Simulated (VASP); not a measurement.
# Ni (P2_1/m) in VASP: single point with LDA

Aim: the single point of Ni with LDA.

Program: VASP 6.6.1. These are calculated values, not measurements. Logs are shortened: lines on timing, memory, paths and dates and some standing lists are left out, and cuts for length are marked.

### 1 The cell of the first run

It takes space group P2_1/m (No. 11, monoclinic). Conventional cell: a = 2.354 Å, b = 3.844 Å, c = 2.354 Å, α = 90.00°, β = 109.47°, γ = 90.00°. Ni (site symmetry m) has 14 Ni at 2.24 to 2.90 Å within 3.0 Å.

### 2 Single point, LDA (atoms displaced along several vibrational modes)

INCAR

```
SYSTEM = Ni
  ALGO = Fast
  EDIFF = 1E-7
  ENCUT = 520
  GGA = CA
  ISIF = 2
  ISMEAR = 0
  LASPH = .True.
  LCHARG = .True.
  LELF = .True.
  LREAL = .False.
  LVHAR = .True.
  LWAVE = .False.
  NBANDS = 17
  NELM = 100
  PREC = Accurate
  SIGMA = 0.15
```

KPOINTS

```
k-points
0
Gamma
  20 20 12
  0 0 0
```

POSCAR

```
Ni
1.0
   -1.3590661858      1.3590661858      1.3590661858
    1.3590661858     -1.3590661858      1.3590661858
    2.7181323716      2.7181323716      0.0000000000
Ni
2
Direct
   -0.0099067830     -0.0730178025      0.0000000000
    0.5099067830      0.5730178025      0.5000000000
```

Potentials or basis: VASP PAW LDA potentials, release 64 (Ni).

Run with:

```sh
> cat potpaw_LDA.64/Ni/POTCAR > POTCAR
> mpirun -np 1 vasp_std > vasp.out
```

OUTCAR:

```text
SYSTEM = Ni
   EDIFF = 1E-7
   ENCUT = 520
   GGA = CA
   ISIF = 2
   ISMEAR = 0
   LASPH = .True.
   LREAL = .False.
   NELM = 100
   PREC = Accurate

 ion  position               nearest neighbor table
   1  0.990  0.927  0.000-   2 2.24   2 2.24   2 2.50   2 2.50   2 2.56   2 2.56   2 2.90   2 2.90

   2  0.510  0.573  0.500-   1 2.24   1 2.24   1 2.50   1 2.50   1 2.56   1 2.56   1 2.90   1 2.90

  LATTYP: Found a base centered orthorhombic cell.
 ALAT       =     2.7181323716
 B/A-ratio  =     1.4142135624
 C/A-ratio  =     1.4142135624

  Lattice vectors:

 A1 = (  -1.3590661858,   1.3590661858,   1.3590661858)
 A2 = (   1.3590661858,  -1.3590661858,   1.3590661858)
 A3 = (   2.7181323716,   2.7181323716,   0.0000000000)

Analysis of symmetry for initial positions (statically):
=====================================================================
 Subroutine PRICEL returns:
 Original cell was already a primitive cell.

 Routine SETGRP: Setting up the symmetry group for a
 base centered orthorhombic supercell.

 Subroutine GETGRP returns: Found  4 space group operations
 (whereof  2 operations were pure point group operations)
 out of a pool of  8 trial point group operations.

The static configuration has the point symmetry C_1h.
 The point group associated with its full space group is C_2h.

Analysis of symmetry for dynamics (positions and initial velocities):
=====================================================================
 Subroutine PRICEL returns:
 Original cell was already a primitive cell.

 Routine SETGRP: Setting up the symmetry group for a
 base centered orthorhombic supercell.

 Subroutine GETGRP returns: Found  4 space group operations
 (whereof  2 operations were pure point group operations)
 out of a pool of  8 trial point group operations.

The dynamic configuration has the point symmetry C_1h.
 The point group associated with its full space group is C_2h.

 Subroutine INISYM returns: Found  4 space group operations
 (whereof  2 operations are pure point group operations),
 and found     1 'primitive' translations

----------------------------------------------------------------------------------------

                                     Primitive cell

  volume of cell :      20.0822

  direct lattice vectors                    reciprocal lattice vectors
    -1.359066186  1.359066186  1.359066186    -0.183949835  0.183949835  0.367899669
     1.359066186 -1.359066186  1.359066186     0.183949835 -0.183949835  0.367899669
     2.718132372  2.718132372  0.000000000     0.183949835  0.183949835  0.000000000

  length of vectors
     2.353971685  2.353971685  3.844019664     0.450583233  0.450583233  0.260144351

  position of ions in fractional coordinates (direct lattice)
     0.990093217  0.926982198  0.000000000
     0.509906783  0.573017802  0.500000000

  ion indices of the primitive-cell ions
   primitive index   ion index
                 1           1
                 2           2

----------------------------------------------------------------------------------------

 KPOINTS: k-points

Automatic generation of k-mesh.
 Grid dimensions read from file:
 generate k-points for:   20   20   12

 Generating k-lattice:

  Cartesian coordinates                     Fractional coordinates (reciprocal lattice)
    -0.009197492  0.009197492  0.018394983     0.050000000  0.000000000  0.000000000
     0.009197492 -0.009197492  0.018394983     0.000000000  0.050000000  0.000000000
     0.015329153  0.015329153  0.000000000     0.000000000  0.000000000  0.083333333

  Length of vectors
     0.022529162  0.022529162  0.021678696

  Shift w.r.t. Gamma in fractional coordinates (k-lattice)
     0.000000000  0.000000000  0.000000000

 Subroutine IBZKPT returns following result:
 ===========================================

 Found   1414 irreducible k-points:

 Following reciprocal coordinates:
            Coordinates               Weight
  0.000000  0.000000  0.000000      1.000000
  0.050000  0.000000  0.000000      2.000000
  0.000000  0.050000  0.000000      2.000000
  0.100000  0.000000  0.000000      2.000000
  0.000000  0.100000  0.000000      2.000000
  0.150000  0.000000  0.000000      2.000000
[... 16 lines left out ...]
  0.100000  0.050000  0.000000      2.000000
  0.050000  0.100000  0.000000      2.000000
 [... further k-points ...]
   k-points           NKPTS =   1414   k-points in BZ     NKDIM =   1414   number of bands    NBANDS=     17
   number of dos      NEDOS =    301   number of ions     NIONS =      2
   total plane-waves  NPLWV =   9720
   dimension x,y,z NGX =    18 NGY =   18 NGZ =   30
   dimension x,y,z NGXF=    36 NGYF=   36 NGZF=   60
   ions per type =               2
   NGX,Y,Z   is equivalent  to a cutoff of  12.71, 12.71, 12.97 a.u.
   NGXF,Y,Z  is equivalent  to a cutoff of  25.42, 25.42, 25.95 a.u.
 SYSTEM =  Ni
   PREC   = accura    normal or accurate (medium, high low for compatibility)
   ISTART =      0    job   : 0-new  1-cont  2-samecut
   ICHARG =      2    charge: 1-file 2-atom 10-const
   ISPIN  =      1    spin polarized calculation?
   LNONCOLLINEAR =      F non collinear calculations
   LSORBIT =      F    spin-orbit coupling
   LASPH  =      T    aspherical Exc in radial PAW
   ENCUT  =  520.0 eV  38.22 Ry    6.18 a.u.   4.38  4.38  7.15*2*pi/ulx,y,z
   NELM   =    100;   NELMIN=  2; NELMDL= -5     # of ELM steps
   EDIFF  = 0.1E-06   stopping-criterion for ELM
   LREAL  =      F    real-space projection
   EDIFFG = 0.1E-05   stopping-criterion for IOM
   NSW    =      0    number of steps for IOM
   IBRION =     -1    ionic relax: 0-MD 1-quasi-New 2-CG
   NFREE  =      0    steps in history (QN), initial steepest desc. (CG)
   ISIF   =      2    stress and relaxation
   ISYM   =      2    0-nonsym 1-usesym 2-fastsym
   POTIM  = 0.5000    time-step for ionic-motion
   TEBEG  =    0.0;   TEEND  =   0.0 temperature during run
   PSTRESS=    0.0 pullay stress
   NELECT =      20.0000    total number of electrons
   NUPDOWN=      -1.0000    fix difference up-down
   EMIN   =  10.00;   EMAX   =-10.00  energy-range for DOS
   EFERMI =   0.00;   METHOD = LEGACY
   ISMEAR =     0;   SIGMA  =   0.15  broadening in eV -4-tet -1-fermi 0-gaus
   EFERMI_NEDOS =   21; number of points for ismear=-14 and -15
   IALGO  =     68    algorithm
   IMIX   =      4    mixing-type and parameters
     AMIX     =   0.40;   BMIX     =  1.00
     AMIX_MAG =   1.60;   BMIX_MAG =  1.00
  volume/ion in A,a.u.               =      10.04        67.76
  Fermi-wavevector in a.u.,A,eV,Ry     =   1.634861  3.089440 36.365260  2.672771
  Thomas-Fermi vector in A             =   2.726430
   LORBIT       =      0    0 simple, 1 ext, 2 COOP (PROOUT), +10 PAW based schemes
   GGA     = CA    functional components
   LHFCALC =     F    Hartree Fock is set to
   AEXX    =    0.0000 exact exchange contribution
   IVDW    =     0    specifies the selected vdW correction
   LEPSILON=     F    determine dielectric tensor
   LRPA    =     F    only Hartree local field effects (RPA)
 non-spin polarized calculation
 RMM-DIIS sequential band-by-band and
 Gauss-broadening in eV      SIGMA  =   0.15
  energy-cutoff  :      520.00
  volume of cell :       20.08
 maximum number of plane-waves:       554
 NGX is ok and might be reduce to    18
   NGX =  9   NGY =  9   NGZ = 15

 number of electron      20.0000020 magnetization

 Free energy of the ion-electron system (eV)
  ---------------------------------------------------
  ext. energy  EPLUGINS =         0.00000000
  ---------------------------------------------------
  free energy    TOTEN  =       -12.86546919 eV

  energy without entropy =      -12.81626460  energy(sigma->0) =      -12.84086689

 E-fermi :  10.0812     XC(G=0): -14.0833

 val. band max:       10.0810974353   @ k =   0.3000   0.1000   0.3333
 cond. band min:      10.0813306457   @ k =   0.3500   0.0500   0.0833
 fundamental gap:      0.0002332104
 Fermi energy:        10.0811995574

 k-point     1 :       0.0000    0.0000    0.0000
  band No.  band energies     occupation
      1       0.7050      2.00000
      2       5.2596      2.00000
      3       6.9461      2.00000
      4       7.6762      2.00000
      5       7.9800      2.00000
      6       8.0761      2.00000
[... 9 lines left out ...]
     16      34.3347      0.00000
     17      37.4157      0.00000

 k-point     2 :       0.0500    0.0000    0.0000
  band No.  band energies     occupation
      1       0.7877      2.00000
      2       5.3133      2.00000
      3       6.9480      2.00000
      4       7.6699      2.00000
      5       8.0202      2.00000
      6       8.0579      2.00000
[... 9 lines left out ...]
     16      34.7120      0.00000
     17      36.8868      0.00000

 k-point     3 :       0.0000    0.0500    0.0000
  band No.  band energies     occupation
      1       0.7873      2.00000
      2       5.3092      2.00000
      3       6.9529      2.00000
      4       7.7192      2.00000
      5       7.9682      2.00000
      6       8.0717      2.00000
[... 9 lines left out ...]
     16      35.3080      0.00000
     17      37.4166      0.00000

 k-point     4 :       0.1000    0.0000    0.0000
  band No.  band energies     occupation
      1       1.0338      2.00000
      2       5.4684      2.00000
      3       6.9493      2.00000
      4       7.6511      2.00000
      5       8.0010      2.00000
      6       8.1411      2.00000
[... 9 lines left out ...]
     16      35.3791      0.00000
     17      35.4647      0.00000
[... 343 lines left out ...]
      1       0.9242      2.00000
      2       5.3941      2.00000
      3       6.9072      2.00000
      4       7.7091      2.00000
      5       8.0180      2.00000
      6       8.0609      2.00000
[... 9 lines left out ...]
     16      35.9117      0.00000
     17      36.2723      0.00000

 k-point    23 :       0.1000    0.0500    0.0000
  band No.  band energies     occupation
      1       1.2221      2.00000
      2       5.5748      2.00000
      3       6.8681      2.00000
      4       7.6917      2.00000
      5       8.0121      2.00000
      6       8.1428      2.00000
[... 9 lines left out ...]
     16      34.7878      0.00000
     17      36.0910      0.00000

 k-point    24 :       0.0500    0.1000    0.0000
  band No.  band energies     occupation
      1       1.2207      2.00000
      2       5.5604      2.00000
      3       6.8876      2.00000
      4       7.8013      2.00000
      5       8.0241      2.00000
      6       8.0538      2.00000
[... 9 lines left out ...]
     16      34.9723      0.00000
     17      36.0215      0.00000

 [... further k-points ...]
[... 5 lines left out ...]
  --------------------------------------------------------------------------------------
  -------------------------------------------------------------------------------------
  Total        0.6965758      0.6965758     -0.1671985      0.2756009      0.2289994     -0.2289993
  in kB       55.5734202     55.5734202    -13.3392422     21.9876759     18.2697714    -18.2697675
  external PRESSURE =      32.6025327 kB  Pullay stress =       0.0000000 kB

 VOLUME and BASIS-vectors are now :
 -----------------------------------------------------------------------------
  energy-cutoff  :      520.00
  volume of cell :       20.08
      direct lattice vectors                 reciprocal lattice vectors
    -1.359066186  1.359066186  1.359066186    -0.183949835  0.183949835  0.367899669
     1.359066186 -1.359066186  1.359066186     0.183949835 -0.183949835  0.367899669
     2.718132372  2.718132372  0.000000000     0.183949835  0.183949835  0.000000000

 POSITION                                       TOTAL-FORCE (eV/Angst)
 -----------------------------------------------------------------------------------
     -0.08577      0.08577      2.60543        -0.050196      0.050196      1.011157
      1.44484      1.27329      1.47177         0.050196     -0.050196     -1.011157
 -----------------------------------------------------------------------------------
    total drift:                               -0.000000     -0.000000      0.000000

  FREE ENERGIE OF THE ION-ELECTRON SYSTEM (eV)
  ---------------------------------------------------
  free  energy   TOTEN  =       -12.8654691854 eV

  energy  without entropy=      -12.8162646035  energy(sigma->0) =      -12.84086689
```

Run time: 14 min. Hardware: 1 thread of Intel Xeon 8259CL, shared host; peak memory 0.47 GiB.

Results:

```
Free energy            : -12.8655 eV
Pressure               : 3.3 GPa
Largest force          : 1.014 eV/Å
Band gap on the k mesh : zero (bands 10 and 11 overlap by 0.81 eV)
```

Forces on the atoms (eV/Å):
```
Ni  -0.050  0.050  1.011
Ni   0.050 -0.050 -1.011
```

Levels at points of the mesh, in eV from the Fermi level:
```
           k point  band 7  band 8  band 9  band 10  band 11  band 12  band 13  band 14
(0.00, 0.00, 0.00)   -0.76   -0.71   -0.68    -0.51     0.24     0.26     7.34    20.18
(0.50, 0.00, 0.00)   -1.33   -0.50   -0.17    -0.16     2.10     2.42    11.29    11.72
(0.00, 0.50, 0.00)   -1.30   -0.45   -0.39    -0.28     1.55     3.04     9.92    10.63
(0.50, 0.50, 0.00)   -0.61   -0.08    0.22     0.38     1.11     6.85    10.66    10.72
(0.00, 0.00, 0.50)   -1.08   -1.08   -0.75    -0.75    -0.32    -0.32    16.70    16.70
(0.50, 0.00, 0.50)   -0.45   -0.45    0.20     0.20     0.43     0.43     7.33     7.33
(0.00, 0.50, 0.50)   -0.62   -0.62   -0.03    -0.03     1.21     1.21     6.97     6.97
(0.50, 0.50, 0.50)   -0.67   -0.67    0.30     0.30     4.75     4.75     8.45     8.45
```

Caveat: the cell differs from its parent crystal (atoms displaced along several vibrational modes); the stress differs along the axes, from -1 to 6 GPa; the run has no spin polarisation, though such a crystal can be magnetic; forces of over 1 eV/Å act on the atoms, so gaps and moduli don't describe the material at rest. Spin polarisation is off, so any magnetic state and its effect on volume and gap are missing.
